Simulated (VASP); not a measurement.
# Ge (Fd-3m) in VASP: notebook

The runs below take Ge through relaxation of cell and atoms, with r2SCAN.

Program: VASP 6.6.1. These are calculated values, not measurements. Logs are shortened: lines on timing, memory, paths and dates and some standing lists are left out, and cuts for length are marked.

## 1. The cell of the first run

Symmetry: Fd-3m, No. 227, cubic system. The conventional cell has a = 5.676 Å, b = 5.676 Å, c = 5.676 Å, α = 90.00°, β = 90.00°, γ = 90.00°. Within 3.2 Å of Ge (site symmetry -43m) lie 4 Ge at 2.46 Å.

## 2. Relaxation of cell and atoms, r2SCAN, target pressure -2 GPa, at which the enthalpy is minimised

Contents of POSCAR:

```
Ge
1.0
    2.8377577931      2.8377577931      0.0000000000
   -2.8377577931      2.8377577931      0.0000000000
    0.0000000000      2.8377577931      2.8377577931
Ge
2
Direct
    0.5000000000      0.5000000000      0.0000000000
    0.7500000000      0.2500000000      0.5000000000
```

Contents of INCAR.step1:

```
  PREC = Accurate
  ENCUT = 600
  ISMEAR = 0
  SIGMA = 0.01
  LREAL = F
  LASPH = T
  NELM = 100
  GGA = PE
  ALGO = Normal
  EDIFF = 1E-4
  LWAVE = T
  LCHARG = F
```

Contents of INCAR.step2:

```
  PREC = Accurate
  ENCUT = 600
  EDIFF = 1E-7
  ISMEAR = 0
  SIGMA = 0.01
  LREAL = F
  LASPH = T
  NELM = 100
  ALGO = Normal
  ISIF = 3
  LWAVE = F
  LCHARG = F
  METAGGA = R2SCAN
  LMIXTAU = T
  IBRION = 2
  NSW = 100
  EDIFFG = -0.002
  PSTRESS = -20.0
  ISTART = 1
```

Contents of KPOINTS:

```
Automatic mesh
0
Gamma
  12 12 12
```

Potentials or basis: VASP PAW PBE potentials, release 64 (Ge_d).

On the command line:

```bash
$ cat potpaw_PBE.64/Ge_d/POTCAR > POTCAR
$ cp INCAR.step1 INCAR
$ mpirun -np 1 vasp_std > vasp.out
$ cp INCAR.step2 INCAR
$ mpirun -np 1 vasp_std > vasp.out
```

OUTCAR:

```text
PREC = Accurate
   ENCUT = 600
   EDIFF = 1E-7
   ISMEAR = 0
   LREAL = F
   LASPH = T
   NELM = 100
   ISIF = 3
   METAGGA = R2SCAN
   IBRION = 2
   NSW = 100
   EDIFFG = -0.002
   PSTRESS = -20.0
   ISTART = 1

 ion  position               nearest neighbor table
   1  0.500  0.500  0.000-   2 2.46   2 2.46   2 2.46   2 2.46
   2  0.750  0.250  0.500-   1 2.46   1 2.46   1 2.46   1 2.46

  LATTYP: Found a face centered cubic cell.
 ALAT       =     5.6755155862

  Lattice vectors:

 A1 = (   0.0000000000,   2.8377577931,   2.8377577931)
 A2 = (   2.8377577931,   0.0000000000,   2.8377577931)
 A3 = (   2.8377577931,   2.8377577931,   0.0000000000)

Analysis of symmetry for initial positions (statically):
=====================================================================
 Subroutine PRICEL returns:
 Original cell was already a primitive cell.

 Routine SETGRP: Setting up the symmetry group for a
 face centered cubic supercell.

 Subroutine GETGRP returns: Found 48 space group operations
 (whereof 24 operations were pure point group operations)
 out of a pool of 48 trial point group operations.

The static configuration has the point symmetry T_d .
 The point group associated with its full space group is O_h .

Analysis of symmetry for dynamics (positions and initial velocities):
=====================================================================
 Subroutine PRICEL returns:
 Original cell was already a primitive cell.

 Routine SETGRP: Setting up the symmetry group for a
 face centered cubic supercell.

 Subroutine GETGRP returns: Found 48 space group operations
 (whereof 24 operations were pure point group operations)
 out of a pool of 48 trial point group operations.

The dynamic configuration has the point symmetry T_d .
 The point group associated with its full space group is O_h .

 Subroutine INISYM returns: Found 48 space group operations
 (whereof 24 operations are pure point group operations),
 and found     1 'primitive' translations

----------------------------------------------------------------------------------------

                                     Primitive cell

  volume of cell :      45.7042

  direct lattice vectors                    reciprocal lattice vectors
     2.837757793  2.837757793  0.000000000     0.176195446  0.176195446 -0.176195446
    -2.837757793  2.837757793  0.000000000    -0.176195446  0.176195446 -0.176195446
     0.000000000  2.837757793  2.837757793     0.000000000  0.000000000  0.352390892

  length of vectors
     4.013195558  4.013195558  4.013195558     0.305179465  0.305179465  0.352390892

  position of ions in fractional coordinates (direct lattice)
     0.500000000  0.500000000  0.000000000
     0.750000000  0.250000000  0.500000000

  ion indices of the primitive-cell ions
   primitive index   ion index
                 1           1
                 2           2

----------------------------------------------------------------------------------------

 KPOINTS: Automatic mesh

Automatic generation of k-mesh.
 Grid dimensions read from file:
 generate k-points for:   12   12   12

 Generating k-lattice:

  Cartesian coordinates                     Fractional coordinates (reciprocal lattice)
     0.014682954  0.014682954 -0.014682954     0.083333333  0.000000000  0.000000000
    -0.014682954  0.014682954 -0.014682954     0.000000000  0.083333333  0.000000000
     0.000000000  0.000000000  0.029365908     0.000000000  0.000000000  0.083333333

  Length of vectors
     0.025431622  0.025431622  0.029365908

  Shift w.r.t. Gamma in fractional coordinates (k-lattice)
     0.000000000  0.000000000  0.000000000

 Subroutine IBZKPT returns following result:
 ===========================================

 Found     72 irreducible k-points:

 Following reciprocal coordinates:
            Coordinates               Weight
  0.000000  0.000000  0.000000      1.000000
  0.083333  0.000000  0.000000      8.000000
  0.166667  0.000000  0.000000      8.000000
  0.250000  0.000000  0.000000      8.000000
  0.333333  0.000000  0.000000      8.000000
  0.416667  0.000000  0.000000      8.000000
[... 16 lines left out ...]
  0.500000  0.166667  0.000000     24.000000
 -0.416667  0.166667  0.000000     24.000000
 [... further k-points ...]
   k-points           NKPTS =     72   k-points in BZ     NKDIM =     72   number of bands    NBANDS=     18
   number of dos      NEDOS =    301   number of ions     NIONS =      2
   total plane-waves  NPLWV =  32768
   dimension x,y,z NGX =    32 NGY =   32 NGZ =   32
   dimension x,y,z NGXF=    64 NGYF=   64 NGZF=   64
   ions per type =               2
   NGX,Y,Z   is equivalent  to a cutoff of  13.26, 13.26, 13.26 a.u.
   NGXF,Y,Z  is equivalent  to a cutoff of  26.51, 26.51, 26.51 a.u.
 SYSTEM =  unknown system
   PREC   = accura    normal or accurate (medium, high low for compatibility)
   ISTART =      1    job   : 0-new  1-cont  2-samecut
   ICHARG =      0    charge: 1-file 2-atom 10-const
   ISPIN  =      1    spin polarized calculation?
   LNONCOLLINEAR =      F non collinear calculations
   LSORBIT =      F    spin-orbit coupling
   LASPH  =      T    aspherical Exc in radial PAW
   ENCUT  =  600.0 eV  44.10 Ry    6.64 a.u.   8.02  8.02  8.02*2*pi/ulx,y,z
   NELM   =    100;   NELMIN=  2; NELMDL=  0     # of ELM steps
   EDIFF  = 0.1E-06   stopping-criterion for ELM
   LREAL  =      F    real-space projection
   EDIFFG = -.2E-02   stopping-criterion for IOM
   NSW    =    100    number of steps for IOM
   IBRION =      2    ionic relax: 0-MD 1-quasi-New 2-CG
   NFREE  =      1    steps in history (QN), initial steepest desc. (CG)
   ISIF   =      3    stress and relaxation
   ISYM   =      2    0-nonsym 1-usesym 2-fastsym
   POTIM  = 0.5000    time-step for ionic-motion
   TEBEG  =    0.0;   TEEND  =   0.0 temperature during run
   PSTRESS=  -20.0 pullay stress
   NELECT =      28.0000    total number of electrons
   NUPDOWN=      -1.0000    fix difference up-down
   EMIN   =  10.00;   EMAX   =-10.00  energy-range for DOS
   EFERMI =   0.00;   METHOD = LEGACY
   ISMEAR =     0;   SIGMA  =   0.01  broadening in eV -4-tet -1-fermi 0-gaus
   EFERMI_NEDOS =   21; number of points for ismear=-14 and -15
   IALGO  =     38    algorithm
   IMIX   =      4    mixing-type and parameters
     AMIX     =   0.40;   BMIX     =  1.00
     AMIX_MAG =   1.60;   BMIX_MAG =  1.00
  volume/ion in A,a.u.               =      22.85       154.21
  Fermi-wavevector in a.u.,A,eV,Ry     =   1.390408  2.627490 26.303242  1.933234
  Thomas-Fermi vector in A             =   2.514346
   LORBIT       =      0    0 simple, 1 ext, 2 COOP (PROOUT), +10 PAW based schemes
   METAGGA = R2SCAN    functional components
   LHFCALC =     F    Hartree Fock is set to
   AEXX    =    0.0000 exact exchange contribution
   IVDW    =     0    specifies the selected vdW correction
   LEPSILON=     F    determine dielectric tensor
   LRPA    =     F    only Hartree local field effects (RPA)
 conjugate gradient relaxation of ions
 non-spin polarized calculation
 Gauss-broadening in eV      SIGMA  =   0.01
  energy-cutoff  :      600.00
  volume of cell :       45.70
 maximum number of plane-waves:      1546
   NGX = 17   NGY = 17   NGZ = 17

--------------------------------------- Ionic step        1  -------------------------------------------

 number of electron      28.0000020 magnetization

 Free energy of the ion-electron system (eV)
  ---------------------------------------------------
  ext. energy  EPLUGINS =         0.00000000
  ---------------------------------------------------
  free energy    TOTEN  =       -27.74583623 eV

  energy without entropy =      -27.74583623  energy(sigma->0) =      -27.74583623

------------------------ aborting loop because EDIFF is reached ----------------------------------------

  FORCE on cell =-STRESS in cart. coord.  units (eV):
  Direction    XX          YY          ZZ          XY          YZ          ZX
  --------------------------------------------------------------------------------------
  -------------------------------------------------------------------------------------
  Total        0.0248696      0.0248696      0.0248696     -0.0000000      0.0000000     -0.0000000
  in kB        0.8718122      0.8718122      0.8718122     -0.0000000      0.0000000     -0.0000000
  external PRESSURE =      20.8718122 kB  Pullay stress =     -20.0000000 kB
[... 63 lines left out ...]
--------------------------------------- Ionic step        3  -------------------------------------------

 number of electron      28.0000026 magnetization

 E-fermi :   4.4188     XC(G=0): -10.6085

 val. band max:        4.4082103029   @ k =   0.0000   0.0000   0.0000
 cond. band min:       4.4248160799   @ k =   0.0000   0.0000   0.0000
 fundamental gap:      0.0166057770
 Fermi energy:         4.4188041694

 k-point     1 :       0.0000    0.0000    0.0000
  band No.  band energies     occupation
      1     -21.0316      2.00000
      2     -21.0316      2.00000
      3     -21.0315      2.00000
      4     -20.9953      2.00000
      5     -20.9953      2.00000
      6     -20.7993      2.00000
[... 481 lines left out ...]
      5     -20.9323      2.00000
      6     -20.8713      2.00000
[... 10 lines left out ...]
     17       9.8368      0.00000
     18      10.0466      0.00000

 [... further k-points ...]

------------------------ aborting loop because EDIFF is reached ----------------------------------------

  FORCE on cell =-STRESS in cart. coord.  units (eV):
  Direction    XX          YY          ZZ          XY          YZ          ZX
  --------------------------------------------------------------------------------------
  -------------------------------------------------------------------------------------
  Total       -0.5950739     -0.5950739     -0.5950739      0.0000000      0.0000000     -0.0000000
  in kB      -20.2161239    -20.2161239    -20.2161239      0.0000000      0.0000000     -0.0000000
  external PRESSURE =      -0.2161239 kB  Pullay stress =     -20.0000000 kB
[... 101 lines left out ...]
--------------------------------------- Ionic step        6  -------------------------------------------

 number of electron      28.0000026 magnetization

 Free energy of the ion-electron system (eV)
  ---------------------------------------------------
  ext. energy  EPLUGINS =         0.00000000
  ---------------------------------------------------
  free energy    TOTEN  =       -27.73708155 eV

  energy without entropy =      -27.73707830  energy(sigma->0) =      -27.73707992

 E-fermi :   4.4266     XC(G=0): -10.6114

 val. band max:        4.4137169011   @ k =   0.0000   0.0000   0.0000
 cond. band min:       4.4357077001   @ k =   0.0000   0.0000   0.0000
 fundamental gap:      0.0219907990
 Fermi energy:         4.4266319766

 k-point     1 :       0.0000    0.0000    0.0000
  band No.  band energies     occupation
      1     -21.0269      2.00000
      2     -21.0268      2.00000
      3     -21.0268      2.00000
      4     -20.9906      2.00000
      5     -20.9906      2.00000
      6     -20.7943      2.00000
[... 481 lines left out ...]
      5     -20.9275      2.00000
      6     -20.8663      2.00000
[... 10 lines left out ...]
     17       9.8437      0.00000
     18      10.0529      0.00000

 [... further k-points ...]

------------------------ aborting loop because EDIFF is reached ----------------------------------------

  FORCE on cell =-STRESS in cart. coord.  units (eV):
  Direction    XX          YY          ZZ          XY          YZ          ZX
  --------------------------------------------------------------------------------------
  -------------------------------------------------------------------------------------
  Total       -0.5860367     -0.5860367     -0.5860367      0.0000000      0.0000000      0.0000000
  in kB      -19.9205603    -19.9205603    -19.9205603      0.0000000      0.0000000      0.0000000
  external PRESSURE =       0.0794397 kB  Pullay stress =     -20.0000000 kB
[... 21 lines left out ...]
  energy  without entropy=      -27.7370782962  energy(sigma->0) =      -27.73707992

  enthalpy is  TOTEN    =       -28.3254553060 eV   P V=       -0.5883737597

 reached required accuracy - stopping structural energy minimisation
```

Run time: 11 min. Hardware: 1 thread of Intel Xeon Platinum 8375C at 2.90GHz (Ice Lake), shared host; peak memory 0.23 GiB.

What came out:

| Property | Result |
| --- | --- |
| Free energy | -27.7371 eV |
| Relaxed volume | 23.57 Å³/atom |
| Relaxed cell | a = 4.055 Å, b = 4.055 Å, c = 4.055 Å, α = 60.00°, β = 60.00°, γ = 90.00° |
| Space group after relaxing (to 0.1 Å) | Fd-3m (No. 227) |
| Energy change on relaxing (the run minimises the enthalpy) | +4.4 meV/atom |
| Ionic steps | 6 |
| Pressure after relaxing | -2.0 GPa |
| Band gap on the k mesh | 0.02 eV |

Step by step:
```tsv
step	energy change (eV)	largest force (eV/Å)	pressure (GPa)	volume (Å³)
1	0.0000	0.0000	0.09	45.70
2	0.0169	0.0000	-2.65	47.70
3	0.0091	0.0000	-2.02	47.16
4	0.0087	0.0000	-1.96	47.13
5	0.0087	0.0000	-1.97	47.13
6	0.0088	0.0000	-1.99	47.13
```

Final structure:
```yaml
crystal:
  lattice:
    - [2.86705, 2.86705, 0.00000]
    - [-2.86705, 2.86705, 0.00000]
    - [0.00000, 2.86705, 2.86705]
  atoms:
    - { symbol: Ge, position: [0.50000, 0.50000, 0.00000] }
    - { symbol: Ge, position: [0.75000, 0.25000, 0.50000] }
```

Caveat: the cell is relaxed towards a set pressure, so the run minimises the enthalpy, not the energy; the PAW data sets were made with another functional, which shifts forces and pressure a little. Zero-point motion and thermal expansion aren't in these numbers.

## 3. Relaxation of cell and atoms, r2SCAN, target pressure 2 GPa, at which the enthalpy is minimised

POSCAR is that of step 2.

Contents of INCAR.step1:

```
SYSTEM = Ge
PREC = Accurate
ENCUT = 600
ISMEAR = 0
SIGMA = 0.01
LREAL = .False.
LASPH = .True.
NELM = 80
GGA = PE
ALGO = Normal
EDIFF = 1E-4
LWAVE = .True.
LCHARG = .False.
```

Contents of INCAR.step2:

```
SYSTEM = Ge
PREC = Accurate
ENCUT = 600
EDIFF = 1E-6
ISMEAR = 0
SIGMA = 0.01
LREAL = .False.
LASPH = .True.
NELM = 80
ALGO = Normal
ISIF = 3
LWAVE = .False.
LCHARG = .False.
METAGGA = R2SCAN
LMIXTAU = .True.
IBRION = 2
NSW = 100
EDIFFG = -0.002
PSTRESS = 20.0
ISTART = 1
```

Contents of KPOINTS:

```
regular mesh
0
Gamma
  12 12 12
  0 0 0
```

Potentials or basis: VASP PAW PBE potentials, release 64 (Ge_d).

On the command line:

```bash
$ cat potpaw_PBE.64/Ge_d/POTCAR > POTCAR
$ cp INCAR.step1 INCAR
$ mpirun -np 1 vasp_std > vasp.out
$ cp INCAR.step2 INCAR
$ mpirun -np 1 vasp_std > vasp.out
```

It took 59 min on 1 thread of Intel Xeon Platinum 8375C at 2.90GHz (Ice Lake), shared host; peak memory 0.24 GiB.

The run converged. Its results:

* Free energy: -27.7386 eV
* Relaxed volume: 22.28 Å³/atom
* Relaxed cell: a = 3.979 Å, b = 3.979 Å, c = 3.979 Å, α = 60.00°, β = 60.00°, γ = 90.00°
* Space group after relaxing (to 0.1 Å): Fd-3m (No. 227)
* Energy change on relaxing (the run minimises the enthalpy): +3.6 meV/atom
* Ionic steps: 59
* Pressure after relaxing: 2.0 GPa
* Band gap on the k mesh: 0.50 eV (least direct gap 0.56 eV)

Step by step:
| step | energy change (eV) | largest force (eV/Å) | pressure (GPa) | volume (Å³) |
| --- | --- | --- | --- | --- |
| 1 | 0.0000 | 0.0000 | 0.11 | 45.70 |
| 3 | 0.0074 | 0.0000 | 2.08 | 44.55 |
| 5 | 0.0018 | 0.0000 | 1.02 | 45.15 |
| 7 | 0.0065 | 0.0000 | 1.86 | 44.61 |
| 9 | 0.0066 | 0.0000 | 1.87 | 44.60 |
| 11 | 0.0067 | 0.0000 | 1.93 | 44.60 |
| 13 | 0.0067 | 0.0000 | 1.91 | 44.60 |
| 15 | 0.0068 | 0.0000 | 1.95 | 44.59 |
| 17 | 0.0074 | 0.0000 | 1.96 | 44.54 |
| 19 | 0.0075 | 0.0000 | 2.06 | 44.54 |
| 21 | 0.0075 | 0.0000 | 1.95 | 44.54 |
| 23 | 0.0075 | 0.0000 | 2.09 | 44.54 |
| 25 | 0.0075 | 0.0000 | 2.05 | 44.54 |
| 27 | 0.0075 | 0.0000 | 2.05 | 44.54 |
| 29 | 0.0075 | 0.0000 | 2.05 | 44.54 |
| 31 | 0.0075 | 0.0000 | 2.05 | 44.54 |
| 33 | 0.0075 | 0.0000 | 2.05 | 44.54 |
| 35 | 0.0075 | 0.0000 | 2.05 | 44.54 |
| 37 | 0.0075 | 0.0000 | 2.05 | 44.54 |
| 39 | 0.0075 | 0.0000 | 2.05 | 44.54 |
| 41 | 0.0074 | 0.0000 | 2.08 | 44.54 |
| 43 | 0.0074 | 0.0000 | 1.97 | 44.54 |
| 45 | 0.0074 | 0.0000 | 2.05 | 44.54 |
| 47 | 0.0074 | 0.0000 | 2.05 | 44.54 |
| 49 | 0.0073 | 0.0000 | 2.09 | 44.55 |
| 51 | 0.0072 | 0.0000 | 1.93 | 44.56 |
| 53 | 0.0073 | 0.0000 | 2.03 | 44.55 |
| 55 | 0.0072 | 0.0000 | 1.86 | 44.56 |
| 57 | 0.0072 | 0.0000 | 1.95 | 44.56 |
| 59 | 0.0072 | 0.0000 | 2.01 | 44.56 |

Final structure:
```
Ge
1.0
     2.81383    2.81383    0.00000
    -2.81383    2.81383    0.00000
     0.00000    2.81383    2.81383
Ge
2
Direct
  0.50000 0.50000 0.00000
  0.75000 0.25000 0.50000
```

Levels at points of the mesh, in eV from the valence-band top:
```tsv
k point	band 11	band 12	band 13	band 14	band 15	band 16	band 17	band 18
(0.00, 0.00, 0.00)	-13.43	0.00	0.00	0.00	0.56	2.72	2.72	2.72
(0.50, 0.00, 0.00)	-11.20	-7.95	-1.51	-1.51	0.50	4.01	4.01	7.67
(0.50, 0.50, 0.00)	-9.28	-9.28	-3.29	-3.29	0.95	0.95	10.25	10.25
```

Caveat: the cell is relaxed towards a set pressure, so the run minimises the enthalpy, not the energy; the PAW data sets were made with another functional, which shifts forces and pressure a little.
